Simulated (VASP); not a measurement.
Here is a VASP 6.6.1 calculation.

The input INCAR:

```
SYSTEM = WC
PREC = Accurate
ENCUT = 520
EDIFF = 1E-8
ISMEAR = -1
SIGMA = 0.05
LREAL = .FALSE.
LASPH = .TRUE.
NELM = 80
ALGO = Normal
ISIF = 2
LWAVE = .FALSE.
LCHARG = .FALSE.
GGA = PS
LEFG = .TRUE.
NBANDS = 16
```

The input KPOINTS:

```
regular mesh
0
G
  13 13 12
  0 0 0
```

Contents of POSCAR:

```
WC
1.0
    2.9386703057      0.0000000000      0.0000000000
   -1.4693351528      2.5449631381      0.0000000000
    0.0000000000      0.0000000000      2.8662279534
W C
1 1
Direct
    0.0000000000      0.0000000000      0.0000000000
    0.6666666667      0.3333333333      0.5000000000
```

Potentials or basis: VASP PAW PBE potentials, release 64 (W_sv, C).

The run is started by

```bash
$ cat potpaw_PBE.64/W_sv/POTCAR potpaw_PBE.64/C/POTCAR > POTCAR
$ mpirun -np 1 vasp_std > vasp.out
```

Predict the pressure.

-14.4 GPa.

Estimate the band gap on the k mesh.

zero (band 9 reaches 11.13 eV, above the bottom of band 10 at 9.91 eV).

Electric field gradients, principal values (V/Å²):
| atom | least | middle | greatest (by size) |
| --- | --- | --- | --- |
| 1 W | 65.855 | 65.856 | -131.711 |
| 2 C | 0.020 | 0.021 | -0.041 |

Caveat: without QUAD_EFG the Cq values of the log hold for a quadrupole moment of 1 mb, not for the nuclei; the PAW data sets were made with another functional, which shifts forces and pressure a little; spin-orbit coupling is left out, which moves the levels of the heavy elements.
